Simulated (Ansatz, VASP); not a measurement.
**ScAl3 in VASP and in Ansatz**

```
Sc Al
1.0
     4.08781    0.00000    0.00000
     0.00000    4.08781    0.00000
     0.00000    0.00000    4.08781
Sc Al
1 3
Direct
  0.00000 0.00000 0.00000
  0.50000 0.00000 0.50000
  0.00000 0.50000 0.50000
  0.50000 0.50000 0.00000
```

Alike in both runs: task single point; functional PBEsol; k mesh 10 × 10 × 10; occupations gaussian, width 0.1 eV; no spin polarisation.

|  | VASP | Ansatz |
| --- | --- | --- |
| version | VASP 6.6.1 | Ansatz 0.2.0 |
| potentials or method | VASP PAW PBE potentials, release 64 (Sc_sv, Al), cutoff 520 eV | scalar-relativistic, plane waves, PAW |
| valence electrons in the cell | 20 | 20 |

```csv
,VASP,Ansatz,Ansatz less VASP
gap on the k mesh at the Fermi level (eV),none,none,-
pressure (GPa),-1.0,-1.1,-0.14
```

VASP's potentials were made for PBE, not for PBEsol. A gap of «none» marks a metal or a gap that the smearing closes. The functional is the same, so the differences come from potentials, cutoffs and numerics.
